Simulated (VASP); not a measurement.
A run of VASP 6.6.1 is set up as follows.

The input INCAR:

```
SYSTEM = Ru4Rh
ALGO = Normal
DIPOL = 0.5 0.5 0.500
EDIFF = 1E-7
ENCUT = 520
GGA = CA
IDIPOL = 3
ISIF = 2
ISMEAR = -1
LASPH = .TRUE.
LCHARG = .TRUE.
LDIPOL = .TRUE.
LELF = .TRUE.
LREAL = .FALSE.
LVACPOTAV = .TRUE.
LVHAR = .TRUE.
LWAVE = .FALSE.
NBANDS = 44
NELM = 100
PREC = Accurate
SIGMA = 0.1
```

Contents of KPOINTS:

```
k-points
0
G
  14 14 1
  0 0 0
```

POSCAR

```
Ru4Rh
1.0
    2.6752522144      0.0000000000      0.0000000000
   -1.3376261072      2.3168363792      0.0000000000
    0.0000000000      0.0000000000     24.4488000000
Rh Ru
1 4
Direct
    0.0000000000      0.0000000000      0.3298286216
    0.3333333333      0.6666666667      0.4130118673
    0.0000000000      0.0000000000      0.5000000005
    0.3333333333      0.6666666667      0.5869881316
    0.0000000000      0.0000000000      0.6701713788
```

Potentials or basis: VASP PAW LDA potentials, release 64 (Rh_pv, Ru_pv).

Launch:

```sh
$ cat potpaw_LDA.64/Rh_pv/POTCAR potpaw_LDA.64/Ru_pv/POTCAR > POTCAR
$ mpirun -np 1 vasp_std > vasp.out
```

Problem. Predict the largest force.

Solution. 0.900 eV/Å.

Problem. Predict the band gap on the k mesh.

Solution. Zero (an odd number of electrons rules out a gap without spin polarisation).

Forces in eV/Å, atoms in the order of the input:
```
Rh   0.000  0.000 -0.703
Ru   0.000  0.000  0.900
Ru   0.000  0.000 -0.176
Ru   0.000  0.000 -0.169
Ru   0.000  0.000  0.147
```
